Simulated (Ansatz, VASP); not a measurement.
CdSb2O4: VASP beside Ansatz

INCAR

```
PREC     = Accurate       # precision mode
ENCUT    = 520            # plane-wave cutoff, eV
EDIFF    = 1E-7           # SCF threshold, eV
ISMEAR   = 0              # smearing method
SIGMA    = 0.1            # smearing width, eV
LREAL    = False          # projectors in reciprocal space
LASPH    = True           # aspherical terms in the spheres
NELM     = 60             # most SCF steps
ALGO     = Normal         # electronic algorithm
ISIF     = 2              # what is computed and relaxed
LWAVE    = False          # write WAVECAR
LCHARG   = False          # write CHGCAR
GGA      = PE             # functional
NBANDS   = 59             # bands
```

KPOINTS

```
regular mesh
0
Gamma
  4 2 2
```

Contents of POSCAR:

```
CdSb2O4
1.0
    0.0000000000      0.0000000000      3.3944286956
    7.1649464471      0.0000000000      0.0000000000
    0.0000000000     10.0504392688      0.0000000000
Cd Sb O
2 4 8
Direct
    0.0000000000      0.5000000000      0.5000000000
    0.0000000000      0.0000000000      0.0000000000
    0.5000000000      0.1126959331      0.7059977512
    0.5000000000      0.8873040669      0.2940022488
    0.5000000000      0.6126959331      0.7940022488
    0.5000000000      0.3873040669      0.2059977512
    0.0000000000      0.6960031115      0.6900918735
    0.0000000000      0.3039968885      0.3099081265
    0.5000000000      0.6012632216      0.3608581379
    0.5000000000      0.3987367784      0.6391418621
    0.0000000000      0.1960031115      0.8099081265
    0.0000000000      0.8039968885      0.1900918735
    0.5000000000      0.8987367784      0.8608581379
    0.5000000000      0.1012632216      0.1391418621
```

Input for Ansatz:

```yaml
crystal:
  lattice:
    - [0.0, 0.0, 3.3944286956]
    - [7.1649464471, 0.0, 0.0]
    - [0.0, 10.0504392688, 0.0]
  atoms:
    - { symbol: Cd, position: [0.0, 0.5, 0.5] }
    - { symbol: Cd, position: [0.0, 0.0, 0.0] }
    - { symbol: Sb, position: [0.5, 0.1126959331, 0.7059977512] }
    - { symbol: Sb, position: [0.5, 0.8873040669, 0.2940022488] }
    - { symbol: Sb, position: [0.5, 0.6126959331, 0.7940022488] }
    - { symbol: Sb, position: [0.5, 0.3873040669, 0.2059977512] }
    - { symbol: O, position: [0.0, 0.6960031115, 0.6900918735] }
    - { symbol: O, position: [0.0, 0.3039968885, 0.3099081265] }
    - { symbol: O, position: [0.5, 0.6012632216, 0.3608581379] }
    - { symbol: O, position: [0.5, 0.3987367784, 0.6391418621] }
    - { symbol: O, position: [0.0, 0.1960031115, 0.8099081265] }
    - { symbol: O, position: [0.0, 0.8039968885, 0.1900918735] }
    - { symbol: O, position: [0.5, 0.8987367784, 0.8608581379] }
    - { symbol: O, position: [0.5, 0.1012632216, 0.1391418621] }
basis:
  ecutwfc: 420
kpoints:
  mp_grid: { grid: [4, 2, 2] }
hamiltonian:
  xc: pbe
scf:
  occupations: { method: gaussian, width: 0.1 }
  lower_state_search: "off"
output:
  forces: true
  stress: true
  eigenvalues: true
```

Alike in both runs: task single point; functional PBE; k mesh 4 × 2 × 2; occupations gaussian, width 0.1 eV; no spin polarisation.

|  | VASP | Ansatz |
| --- | --- | --- |
| version | VASP 6.6.1 | Ansatz 0.2.0 |
| potentials or method | VASP PAW PBE potentials, release 64 (Cd, Sb, O), cutoff 520 eV | scalar-relativistic, plane waves, PAW |
| valence electrons in the cell | 92 | 148 |

Ansatz gave:

| Item | Value |
| --- | --- |
| gap on the k mesh at the Fermi level (eV) | 2.33 |
| least direct gap on the mesh (eV) | 2.55 |
| pressure (GPa) | 0.0 |
| traceless stress, the component that is largest in VASP (GPa) | 0.01 |
| rms of the force components (eV/Å) | 0.003 |

Estimate VASP's values.

gap on the k mesh at the Fermi level (eV): 2.28; least direct gap on the mesh (eV): 2.47; pressure (GPa): 0.0; traceless stress, the component that is largest in VASP (GPa): -0.26; rms of the force components (eV/Å): 0.033.

Atom by atom the forces differ by 0.033 eV/Å (rms over components). VASP's potentials hold 92 valence electrons a cell and Ansatz's 148, so a difference there can come from the potentials and not from the codes.

The k mesh is coarse, so the values compare programs but aren't converged. Neither program's run includes spin-orbit coupling.
